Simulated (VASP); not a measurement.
Wanted: the native input for a VASP 6.6.1 run.

* Task: single point
* Functional: PBEsol
* Potentials or basis: VASP PAW PBE potentials, release 64 (Al)
* Cutoff: 520 eV
* k mesh: 20 × 20 × 20
* Occupations: gaussian, width 0.15 eV
* Spin: no spin polarisation
* Dipole correction: no
* Further INCAR settings: ALGO = Normal; EDIFF = 1e-06; NBANDS = 8

The structure of Al lies in POSCAR:

```
Al
1.0
    0.0000000000      2.1251790000      2.0239800000
    2.1251790000      0.0000000000      2.0239800000
    2.1251790000      2.1251790000      0.0000000000
Al
1
Direct
    0.0000000000      0.0000000000      0.0000000000
```

This cell differs from its parent crystal: strain +0.050 along x and y, +0.000 along z.

These files were run (other wordings do the same):

INCAR

```
  ALGO = Normal
  EDIFF = 1E-6
  ENCUT = 520
  GGA = PS
  ISIF = 2
  ISMEAR = 0
  LASPH = True
  LCHARG = True
  LELF = True
  LREAL = False
  LVHAR = True
  LWAVE = False
  NBANDS = 8
  NELM = 60
  PREC = Accurate
  SIGMA = 0.15
```

KPOINTS

```
k-points
0
Gamma
  20 20 20
```

Potentials or basis: VASP PAW PBE potentials, release 64 (Al).

Launch:

```sh
$ cat potpaw_PBE.64/Al/POTCAR > POTCAR
$ mpirun -np 1 vasp_std > vasp.out
```

It gave:

The pressure is -7.5 GPa.

Caveat: the cell differs from its parent crystal (strain +0.050 along x and y, +0.000 along z); the PAW data sets were made with another functional, which shifts forces and pressure a little.

Run time: 20 s on 1 thread of Intel(R) Xeon(R) 6975P-C (Granite Rapids), on a shared host, peak memory 0.19 GiB.
